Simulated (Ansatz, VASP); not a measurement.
**One calculation of Si3Mo, two programs**

INCAR

```
  PREC = Accurate
  ENCUT = 600
  EDIFF = 1E-6
  ISMEAR = 0
  SIGMA = 0.1
  LREAL = False
  LASPH = True
  NELM = 100
  ALGO = Normal
  ISIF = 3
  LWAVE = False
  LCHARG = False
  GGA = PE
  IBRION = 2
  NSW = 100
  EDIFFG = -0.01
```

File KPOINTS:

```
regular mesh
0
Gamma
  8 8 8
```

Contents of POSCAR:

```
Si3Mo
1.0
    4.8144356828      0.0000000000      0.0000000000
    0.0000000000      4.8144356828      0.0000000000
    0.0000000000      0.0000000000      4.8144356828
Si Mo
6 2
Direct
    0.2500000000      0.0000000000      0.5000000000
    0.5000000000      0.7500000000      0.0000000000
    0.7500000000      0.0000000000      0.5000000000
    0.5000000000      0.2500000000      0.0000000000
    0.0000000000      0.5000000000      0.7500000000
    0.0000000000      0.5000000000      0.2500000000
    0.0000000000      0.0000000000      0.0000000000
    0.5000000000      0.5000000000      0.5000000000
```

Input for Ansatz:

```yaml
crystal:
  lattice:
    - [4.8144356828, 0.0, 0.0]
    - [0.0, 4.8144356828, 0.0]
    - [0.0, 0.0, 4.8144356828]
  atoms:
    - { symbol: Si, position: [0.25, 0.0, 0.5] }
    - { symbol: Si, position: [0.5, 0.75, 0.0] }
    - { symbol: Si, position: [0.75, 0.0, 0.5] }
    - { symbol: Si, position: [0.5, 0.25, 0.0] }
    - { symbol: Si, position: [0.0, 0.5, 0.75] }
    - { symbol: Si, position: [0.0, 0.5, 0.25] }
    - { symbol: Mo, position: [0.0, 0.0, 0.0] }
    - { symbol: Mo, position: [0.5, 0.5, 0.5] }
basis:
  ecutwfc: 420
kpoints:
  mp_grid: { grid: [8, 8, 8] }
hamiltonian:
  xc: pbe
scf:
  occupations: { method: gaussian, width: 0.1 }
output:
  forces: true
  stress: true
  eigenvalues: true
  write_density: true
  write_potential: true
  elf: true
  volumetric_format: npy
relax:
  adjacent_minimum: "off"
  f_tol: 0.01
  max_steps: 80
  cell: { stress_tol: 0.05 }
```

Change from the starting cell: species swapped into the Ta3Au type (Pm-3n, No. 223).

Alike in both runs: task relaxation of cell and atoms; functional PBE; k mesh 8 × 8 × 8; occupations gaussian, width 0.1 eV; no spin polarisation.

|  | VASP | Ansatz |
| --- | --- | --- |
| version | VASP 6.6.1 | Ansatz 0.2.0 |
| potentials or method | VASP PAW PBE potentials, release 64 (Si, Mo_sv), cutoff 600 eV | scalar-relativistic, plane waves, PAW |
| valence electrons in the cell | 52 | 52 |

```tsv
	VASP	Ansatz	Ansatz less VASP
gap on the k mesh at the Fermi level, each at its own relaxed structure (eV)	none	none	-
relaxed volume (Å³/atom)	13.93	13.93	-0.007
relaxed length of the cell vector where the two differ most in proportion (Å)	4.813	4.812	-0.0008
```

A gap of «none» marks a metal or a gap that the smearing closes.
